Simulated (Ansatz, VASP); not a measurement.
# One calculation of LaIn, two programs

The input INCAR:

```
PREC     = Accurate       # precision mode
ENCUT    = 520            # plane-wave cutoff, eV
EDIFF    = 1E-6           # SCF threshold, eV
ISMEAR   = -1             # smearing method
SIGMA    = 0.05           # smearing width, eV
LREAL    = False          # projectors in reciprocal space
LASPH    = True           # aspherical terms in the spheres
NELM     = 60             # most SCF steps
ALGO     = Normal         # electronic algorithm
ISIF     = 2              # what is computed and relaxed
LWAVE    = False          # write WAVECAR
LCHARG   = True           # write CHGCAR
GGA      = CA             # functional
LELF     = True           # ELF
LVHAR    = True         
NBANDS   = 19             # bands
```

File KPOINTS:

```
regular mesh
0
Gamma
  9 9 9
```

Contents of POSCAR:

```
LaIn
1.0
    2.9133890200      0.0000000000      0.0000000000
    0.0000000000      2.9133890200      0.0000000000
    0.0000000000      0.0000000000      2.9133890200
La In
1 1
Direct
    0.5000000000      0.5000000000      0.5000000000
    0.0000000000      0.0000000000      0.0000000000
```

Input for Ansatz:

```yaml
crystal:
  lattice:
    - [2.91338902, 0.0, 0.0]
    - [0.0, 2.91338902, 0.0]
    - [0.0, 0.0, 2.91338902]
  atoms:
    - { symbol: La, position: [0.5, 0.5, 0.5] }
    - { symbol: In, position: [0.0, 0.0, 0.0] }
kpoints:
  mp_grid: { grid: [9, 9, 9] }
  band_path:
    path:
      - [0.0, 0.0, 0.0]
      - [0.0, 0.5, 0.0]
      - [0.5, 0.5, 0.0]
      - [0.0, 0.0, 0.0]
      - [0.5, 0.5, 0.5]
      - [0.0, 0.5, 0.0]
      - [0.5, 0.5, 0.5]
      - [0.5, 0.5, 0.0]
    npoints: 6
scf:
  occupations: { method: fermi_dirac, width: 0.05 }
hamiltonian:
  xc: lda
  pseudopotentials: { kind: all_electron, lapw: { basis_error: 0.001 } }
output:
  forces: true
  stress: true
  eigenvalues: true
  populations: true
```

Change from the starting cell: volume scaled by 0.4, LAPW.

Alike in both runs: task single point; functional LDA; k mesh 9 × 9 × 9; occupations fermi-dirac, width 0.05 eV; no spin polarisation.

|  | VASP | Ansatz |
| --- | --- | --- |
| version | VASP 6.6.1 | Ansatz 0.2.0 |
| potentials or method | VASP PAW LDA potentials, release 64 (La, In_d), cutoff 520 eV | all-electron LAPW, scalar-relativistic |

Ansatz gave:

| Property | Result |
| --- | --- |
| pressure (GPa) | 263.8 |

**Question.** Which values does VASP return?

**Answer.** Pressure (GPa): 265.5.

LDA's correlation is that of Perdew and Zunger in VASP and of Perdew and Wang (1992) in Ansatz. Both programs put the cell under a high pressure, so it lies far from rest at this level. Ansatz ran all-electron here, and VASP with PAW potentials.

Spin-orbit coupling is off throughout. Noted on VASP's run: the cell as given lies far from equilibrium.
